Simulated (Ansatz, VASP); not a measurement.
# ZrB2: VASP beside Ansatz

File INCAR:

```
PREC     = Accurate       # precision mode
ENCUT    = 520            # plane-wave cutoff, eV
EDIFF    = 1E-6           # SCF threshold, eV
ISMEAR   = -1             # smearing method
SIGMA    = 0.03           # smearing width, eV
LREAL    = F              # projectors in reciprocal space
LASPH    = T              # aspherical terms in the spheres
NELM     = 80             # most SCF steps
ALGO     = Normal         # electronic algorithm
ISIF     = 2              # what is computed and relaxed
LWAVE    = F              # write WAVECAR
LCHARG   = F              # write CHGCAR
NBANDS   = 16             # bands
```

The input KPOINTS:

```
Automatic mesh
0
Gamma
  13 13 10
```

The input POSCAR:

```
ZrB2
1.0
    3.1966498238      0.0000000000      0.0000000000
   -1.5983249119      2.7683799544      0.0000000000
    0.0000000000      0.0000000000      3.5200000000
Zr B
1 2
Direct
    0.0000000000      0.0000000000      0.0000000000
    0.3333333333      0.6666666667      0.5000000000
    0.6666666667      0.3333333333      0.5000000000
```

Input for Ansatz:

```yaml
crystal:
  lattice:
    - [3.1966498238, 0.0, 0.0]
    - [-1.5983249119, 2.7683799544, 0.0]
    - [0.0, 0.0, 3.52]
  atoms:
    - { symbol: Zr, position: [0.0, 0.0, 0.0] }
    - { symbol: B, position: [0.3333333333, 0.6666666667, 0.5] }
    - { symbol: B, position: [0.6666666667, 0.3333333333, 0.5] }
kpoints:
  mp_grid: { grid: [13, 13, 10] }
  band_path:
    path:
      - [0.0, 0.0, 0.0]
      - [0.5, 0.0, 0.0]
      - [0.3333333333, 0.3333333333, 0.0]
      - [0.0, 0.0, 0.0]
      - [0.0, 0.0, 0.5]
      - [0.5, 0.0, 0.5]
      - [0.3333333333, 0.3333333333, 0.5]
      - [0.0, 0.0, 0.5]
      - [0.5, 0.0, 0.5]
    npoints: 5
scf:
  occupations: { method: fermi_dirac, width: 0.03 }
hamiltonian:
  xc: lda
  pseudopotentials: { kind: all_electron, lapw: { basis_error: 0.001 } }
output:
  forces: true
  stress: true
  eigenvalues: true
```

Change from the starting cell: equal xx and yy strain of +1 %.

Alike in both runs: task single point; functional LDA; k mesh 13 × 13 × 10; occupations fermi-dirac, width 0.03 eV; no spin polarisation.

|  | VASP | Ansatz |
| --- | --- | --- |
| version | VASP 6.6.1 | Ansatz 0.2.0 |
| potentials or method | VASP PAW LDA potentials, release 64 (Zr_sv, B), cutoff 520 eV | all-electron LAPW, scalar-relativistic |

```tsv
	VASP	Ansatz	Ansatz less VASP
pressure (GPa)	-11.4	-11.8	-0.43
traceless stress, the component that is largest in VASP (GPa)	3.23	3.24	+0.008
```

LDA's correlation is that of Perdew and Zunger in VASP and of Perdew and Wang (1992) in Ansatz. Ansatz ran all-electron here, and VASP with PAW potentials.
